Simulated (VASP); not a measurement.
# Na3TlCl4 (C2) in VASP: single point with PBE

Aim: the single point of Na3TlCl4 with PBE.

Everything below comes from runs of VASP 6.6.1. Logs are shortened: lines on timing, memory, paths and dates and some standing lists are left out, and cuts for length are marked.

## Step 1: The cell of the first run

The structure is monoclinic, space group C2 (No. 5). Conventional cell: a = 9.050 Å, b = 8.280 Å, c = 7.264 Å, α = 90.00°, β = 127.50°, γ = 90.00°. Within 3.6 Å of Na (site symmetry 2) lie 6 Cl at 2.69 to 3.34 Å. Within 4.1 Å of Na (site symmetry 2) lie 6 Cl at 2.85 to 3.13 Å and 3 Na at 3.85 to 3.98 Å and 2 Tl at 4.03 Å. Within 3.6 Å of Na (site symmetry 2) lie 6 Cl at 2.76 to 3.40 Å. Tl (site symmetry 2) has 8 Cl at 3.02 to 4.49 Å and 12 Na at 4.03 to 4.52 Å within 4.6 Å. Cl (site symmetry 1) has 5 Na at 2.69 to 3.40 Å and 1 Tl at 3.16 Å within 3.6 Å. Within 3.7 Å of Cl (site symmetry 1) lie 4 Na at 2.80 to 3.34 Å and 2 Tl at 3.02 to 3.14 Å.

## Step 2: Single point, PBE

File INCAR:

```
SYSTEM = Na3TlCl4
ALGO = Normal ; EDIFF = 1E-7
ENCUT = 520 ; GGA = PE
ISIF = 2 ; ISMEAR = 0
LASPH = .True. ; LCHARG = .True.
LELF = .True. ; LREAL = .False.
LVHAR = .True. ; LWAVE = .False.
NBANDS = 41 ; NELM = 100
PREC = Accurate ; SIGMA = 0.1
```

File KPOINTS:

```
k-points
0
Gamma
  4 4 4
  0 0 0
```

File POSCAR:

```
Na3TlCl4
1.0
    4.5249477899     -4.1401375454      0.0000000000
    4.5249477899      4.1401375454      0.0000000000
   -4.4219760976      0.0000000000      5.7632052124
Na Tl Cl
3 1 4
Direct
    0.4033447808      0.5966552192      0.5000000000
    0.5994923760      0.4005076240      0.0000000000
    0.1340375885      0.8659624115      0.0000000000
    0.9047772929      0.0952227071      0.5000000000
    0.1255321852      0.4405373999      0.0407901064
    0.5594626001      0.8744678148      0.9592098936
    0.4145732599      0.1449234447      0.5092432336
    0.8550765553      0.5854267401      0.4907567664
```

Potentials or basis: VASP PAW PBE potentials, release 64 (Na_pv, Tl_d, Cl).

Command:

```bash
> cat potpaw_PBE.64/Na_pv/POTCAR potpaw_PBE.64/Tl_d/POTCAR potpaw_PBE.64/Cl/POTCAR > POTCAR
> mpirun -np 1 vasp_std > vasp.out
```

OUTCAR:

```text
SYSTEM = Na3TlCl4
   EDIFF = 1E-7
   ENCUT = 520
   GGA = PE
   ISIF = 2
   ISMEAR = 0
   LASPH = .True.
   LREAL = .False.
   NELM = 100
   PREC = Accurate

 ion  position               nearest neighbor table
   1  0.403  0.597  0.500-   5 2.69   6 2.69
   2  0.599  0.401  0.000-
   3  0.134  0.866  0.000-
   4  0.905  0.095  0.500-   7 3.02   8 3.02   7 3.14   8 3.14   6 3.16   5 3.16
   5  0.126  0.441  0.041-   1 2.69   4 3.16
   6  0.559  0.874  0.959-   1 2.69   4 3.16
   7  0.415  0.145  0.509-   4 3.02   4 3.14
   8  0.855  0.585  0.491-   4 3.02   4 3.14

  LATTYP: Found a base centered monoclinic cell.
 ALAT       =     9.0498955798
 B/A-ratio  =     0.9149580808
 C/A-ratio  =     0.8026818137
 COS(beta)  =    -0.6087365788

  Lattice vectors:

 A1 = (   4.5249477899,  -4.1401375454,   0.0000000000)
 A2 = (   4.5249477899,   4.1401375454,   0.0000000000)
 A3 = (  -4.4219760976,   0.0000000000,   5.7632052124)

Analysis of symmetry for initial positions (statically):
=====================================================================
 Subroutine PRICEL returns:
 Original cell was already a primitive cell.

 Routine SETGRP: Setting up the symmetry group for a
 base centered monoclinic supercell.

 Subroutine GETGRP returns: Found  2 space group operations
 (whereof  2 operations were pure point group operations)
 out of a pool of  4 trial point group operations.

The static configuration has the point symmetry C_2 .

Analysis of symmetry for dynamics (positions and initial velocities):
=====================================================================
 Subroutine PRICEL returns:
 Original cell was already a primitive cell.

 Routine SETGRP: Setting up the symmetry group for a
 base centered monoclinic supercell.

 Subroutine GETGRP returns: Found  2 space group operations
 (whereof  2 operations were pure point group operations)
 out of a pool of  4 trial point group operations.

The dynamic configuration has the point symmetry C_2 .

 Subroutine INISYM returns: Found  2 space group operations
 (whereof  2 operations are pure point group operations),
 and found     1 'primitive' translations

----------------------------------------------------------------------------------------

                                     Primitive cell

  volume of cell :     215.9347

  direct lattice vectors                    reciprocal lattice vectors
     4.524947790 -4.140137545  0.000000000     0.110498513 -0.120768934  0.084782992
     4.524947790  4.140137545  0.000000000     0.110498513  0.120768934  0.084782992
    -4.421976098  0.000000000  5.763205212     0.000000000  0.000000000  0.173514557

  length of vectors
     6.133179550  6.133179550  7.264186598     0.184345362  0.184345362  0.173514557

  position of ions in fractional coordinates (direct lattice)
     0.403344781  0.596655219  0.500000000
     0.599492376  0.400507624  0.000000000
     0.134037589  0.865962411  0.000000000
     0.904777293  0.095222707  0.500000000
     0.125532185  0.440537400  0.040790106
     0.559462600  0.874467815  0.959209894
     0.414573260  0.144923445  0.509243234
     0.855076555  0.585426740  0.490756766

  ion indices of the primitive-cell ions
   primitive index   ion index
                 1           1
                 2           2
                 3           3
                 4           4
                 5           5
                 6           6
                 7           7
                 8           8

----------------------------------------------------------------------------------------

 KPOINTS: k-points

Automatic generation of k-mesh.
 Grid dimensions read from file:
 generate k-points for:    4    4    4

 Generating k-lattice:

  Cartesian coordinates                     Fractional coordinates (reciprocal lattice)
     0.027624628 -0.030192234  0.021195748     0.250000000  0.000000000  0.000000000
     0.027624628  0.030192234  0.021195748     0.000000000  0.250000000  0.000000000
     0.000000000  0.000000000  0.043378639     0.000000000  0.000000000  0.250000000

  Length of vectors
     0.046086341  0.046086341  0.043378639

  Shift w.r.t. Gamma in fractional coordinates (k-lattice)
     0.000000000  0.000000000  0.000000000

 Subroutine IBZKPT returns following result:
 ===========================================

 Found     24 irreducible k-points:

 Following reciprocal coordinates:
            Coordinates               Weight
  0.000000  0.000000  0.000000      1.000000
  0.250000  0.000000  0.000000      4.000000
  0.500000  0.000000  0.000000      2.000000
  0.250000  0.250000  0.000000      2.000000
  0.500000  0.250000 -0.000000      4.000000
 -0.250000  0.250000  0.000000      2.000000
[... 16 lines left out ...]
 -0.250000  0.250000  0.500000      2.000000
  0.500000  0.500000  0.500000      1.000000
   k-points           NKPTS =     24   k-points in BZ     NKDIM =     24   number of bands    NBANDS=     41
   number of dos      NEDOS =    301   number of ions     NIONS =      8
   total plane-waves  NPLWV = 124416
   dimension x,y,z NGX =    48 NGY =   48 NGZ =   54
   dimension x,y,z NGXF=    96 NGYF=   96 NGZF=  108
   ions per type =               3   1   4
   NGX,Y,Z   is equivalent  to a cutoff of  13.01, 13.01, 12.36 a.u.
   NGXF,Y,Z  is equivalent  to a cutoff of  26.02, 26.02, 24.72 a.u.
 SYSTEM =  Na3TlCl4
   PREC   = accura    normal or accurate (medium, high low for compatibility)
   ISTART =      0    job   : 0-new  1-cont  2-samecut
   ICHARG =      2    charge: 1-file 2-atom 10-const
   ISPIN  =      1    spin polarized calculation?
   LNONCOLLINEAR =      F non collinear calculations
   LSORBIT =      F    spin-orbit coupling
   LASPH  =      T    aspherical Exc in radial PAW
   ENCUT  =  520.0 eV  38.22 Ry    6.18 a.u.  11.40 11.40 13.51*2*pi/ulx,y,z
   NELM   =    100;   NELMIN=  2; NELMDL= -5     # of ELM steps
   EDIFF  = 0.1E-06   stopping-criterion for ELM
   LREAL  =      F    real-space projection
   EDIFFG = 0.1E-05   stopping-criterion for IOM
   NSW    =      0    number of steps for IOM
   IBRION =     -1    ionic relax: 0-MD 1-quasi-New 2-CG
   NFREE  =      0    steps in history (QN), initial steepest desc. (CG)
   ISIF   =      2    stress and relaxation
   ISYM   =      2    0-nonsym 1-usesym 2-fastsym
   POTIM  = 0.5000    time-step for ionic-motion
   TEBEG  =    0.0;   TEEND  =   0.0 temperature during run
   PSTRESS=    0.0 pullay stress
   NELECT =      62.0000    total number of electrons
   NUPDOWN=      -1.0000    fix difference up-down
   EMIN   =  10.00;   EMAX   =-10.00  energy-range for DOS
   EFERMI =   0.00;   METHOD = LEGACY
   ISMEAR =     0;   SIGMA  =   0.10  broadening in eV -4-tet -1-fermi 0-gaus
   EFERMI_NEDOS =   21; number of points for ismear=-14 and -15
   IALGO  =     38    algorithm
   IMIX   =      4    mixing-type and parameters
     AMIX     =   0.40;   BMIX     =  1.00
     AMIX_MAG =   1.60;   BMIX_MAG =  1.00
  volume/ion in A,a.u.               =      26.99       182.15
  Fermi-wavevector in a.u.,A,eV,Ry     =   1.080019  2.040939 15.870383  1.166440
  Thomas-Fermi vector in A             =   2.215999
   LORBIT       =      0    0 simple, 1 ext, 2 COOP (PROOUT), +10 PAW based schemes
   GGA     = PE    functional components
   LHFCALC =     F    Hartree Fock is set to
   AEXX    =    0.0000 exact exchange contribution
   IVDW    =     0    specifies the selected vdW correction
   LEPSILON=     F    determine dielectric tensor
   LRPA    =     F    only Hartree local field effects (RPA)
 non-spin polarized calculation
 Gauss-broadening in eV      SIGMA  =   0.10
  energy-cutoff  :      520.00
  volume of cell :      215.93
 maximum number of plane-waves:      5855
 NGX is ok and might be reduce to    48
   NGX = 23   NGY = 23   NGZ = 27

 number of electron      62.0000003 magnetization

 Free energy of the ion-electron system (eV)
  ---------------------------------------------------
  ext. energy  EPLUGINS =         0.00000000
  ---------------------------------------------------
  free energy    TOTEN  =       -25.97660542 eV

  energy without entropy =      -25.97660542  energy(sigma->0) =      -25.97660542

 E-fermi :   1.3515     XC(G=0):  -7.8482

 val. band max:        0.8362305315   @ k =   0.5000   0.5000   0.0000
 cond. band min:       4.3948910566   @ k =   0.0000   0.0000   0.0000
 fundamental gap:      3.5586605251
 Fermi energy:         1.3515497272

 k-point     1 :       0.0000    0.0000    0.0000
  band No.  band energies     occupation
      1     -22.1691      2.00000
      2     -22.1572      2.00000
      3     -22.1471      2.00000
      4     -22.1465      2.00000
      5     -22.1395      2.00000
      6     -22.1330      2.00000
[... 33 lines left out ...]
     40       8.4904      0.00000
     41       9.3695      0.00000

 k-point     2 :       0.2500    0.0000    0.0000
  band No.  band energies     occupation
      1     -22.1689      2.00000
      2     -22.1576      2.00000
      3     -22.1472      2.00000
      4     -22.1465      2.00000
      5     -22.1395      2.00000
      6     -22.1331      2.00000
[... 33 lines left out ...]
     40       8.4516      0.00000
     41       8.8964      0.00000

 k-point     3 :       0.5000    0.0000    0.0000
  band No.  band energies     occupation
      1     -22.1687      2.00000
      2     -22.1580      2.00000
      3     -22.1473      2.00000
      4     -22.1466      2.00000
      5     -22.1396      2.00000
      6     -22.1331      2.00000
[... 33 lines left out ...]
     40       8.3987      0.00000
     41       8.7363      0.00000

 k-point     4 :       0.2500    0.2500    0.0000
  band No.  band energies     occupation
      1     -22.1696      2.00000
      2     -22.1571      2.00000
      3     -22.1474      2.00000
      4     -22.1465      2.00000
      5     -22.1396      2.00000
      6     -22.1331      2.00000
[... 825 lines left out ...]
     40       8.4407      0.00000
     41       8.6543      0.00000

 k-point    23 :      -0.2500    0.2500    0.5000
  band No.  band energies     occupation
      1     -22.1687      2.00000
      2     -22.1580      2.00000
      3     -22.1481      2.00000
      4     -22.1459      2.00000
      5     -22.1396      2.00000
      6     -22.1329      2.00000
[... 33 lines left out ...]
     40       8.3337      0.00000
     41       8.7541      0.00000

 k-point    24 :       0.5000    0.5000    0.5000
  band No.  band energies     occupation
      1     -22.1701      2.00000
      2     -22.1570      2.00000
      3     -22.1487      2.00000
      4     -22.1457      2.00000
      5     -22.1395      2.00000
      6     -22.1329      2.00000
[... 33 lines left out ...]
     40       8.5041      0.00000
     41       8.5552      0.00000

------------------------ aborting loop because EDIFF is reached ----------------------------------------

  FORCE on cell =-STRESS in cart. coord.  units (eV):
  Direction    XX          YY          ZZ          XY          YZ          ZX
  --------------------------------------------------------------------------------------
  -------------------------------------------------------------------------------------
  Total       -0.4382088      0.5409551      0.2326684      0.0000000      0.0000000     -0.0851541
  in kB       -3.2513913      4.0137411      1.7263371      0.0000000      0.0000000     -0.6318202
  external PRESSURE =       0.8295623 kB  Pullay stress =       0.0000000 kB

 VOLUME and BASIS-vectors are now :
 -----------------------------------------------------------------------------
  energy-cutoff  :      520.00
  volume of cell :      215.93
      direct lattice vectors                 reciprocal lattice vectors
     4.524947790 -4.140137545  0.000000000     0.110498513 -0.120768934  0.084782992
     4.524947790  4.140137545  0.000000000     0.110498513  0.120768934  0.084782992
    -4.421976098  0.000000000  5.763205212     0.000000000  0.000000000  0.173514557

 POSITION                                       TOTAL-FORCE (eV/Angst)
 -----------------------------------------------------------------------------------
      2.31396      0.80033      2.88160        -0.000000      0.057724      0.000000
      4.52495     -0.82382      0.00000         0.000000     -0.075137      0.000000
      4.52495      3.03027      0.00000         0.000000      0.086452      0.000000
      2.31396     -3.35167      2.88160        -0.000000     -0.031547      0.000000
      2.38106      1.30416      0.23508        -0.067798     -0.074978     -0.026889
      2.24686      1.30416      5.52812         0.067798     -0.074978      0.026889
      0.27983     -1.11639      2.93487        -0.067245      0.056232     -0.033408
      4.34809     -1.11639      2.82833         0.067245      0.056232      0.033408
 -----------------------------------------------------------------------------------
    total drift:                               -0.000000     -0.001365      0.000000

  FREE ENERGIE OF THE ION-ELECTRON SYSTEM (eV)
  ---------------------------------------------------
  free  energy   TOTEN  =       -25.9766054175 eV

  energy  without entropy=      -25.9766054175  energy(sigma->0) =      -25.97660542
```

Run time: 2.9 min. Hardware: 1 thread of Intel Xeon Platinum 8488C (Sapphire Rapids), shared host; peak memory 0.45 GiB.

Results:

```yaml
Free_energy: -25.9766 eV
Pressure: 0.1 GPa
Largest_force: 0.105 eV/Å
Band_gap_on_the_k_mesh: 3.56 eV (least direct gap 3.62 eV)
```

Forces on the atoms (eV/Å):
```
Na   0.000  0.058  0.000
Na   0.000 -0.075  0.000
Na   0.000  0.086  0.000
Tl   0.000 -0.032  0.000
Cl  -0.068 -0.075 -0.027
Cl   0.068 -0.075  0.027
Cl  -0.067  0.056 -0.033
Cl   0.067  0.056  0.033
```

Stress tensor (GPa, compression positive):
```
-0.33  0.00 -0.06
 0.00  0.40  0.00
-0.06  0.00  0.17
```

Levels at points of the mesh, in eV from the valence-band top:
```
           k point  band 29  band 30  band 31  band 32  band 33  band 34
(0.00, 0.00, 0.00)    -1.79    -1.79    -1.57     3.56     5.08     5.47
(0.50, 0.00, 0.00)    -1.87    -1.85    -0.61     3.75     4.37     5.32
(0.50, 0.50, 0.00)    -1.80    -1.73     0.00     3.62     3.82     3.83
(0.00, 0.00, 0.50)    -1.90    -1.86    -1.60     3.91     5.14     5.17
(0.50, 0.00, 0.50)    -1.89    -1.87    -0.60     3.71     4.43     5.42
(0.50, 0.50, 0.50)    -1.83    -1.75    -0.07     3.65     3.81     4.06
```

Caveat: spin-orbit coupling is left out, which moves the levels of the heavy elements. A k mesh can miss the band edges.
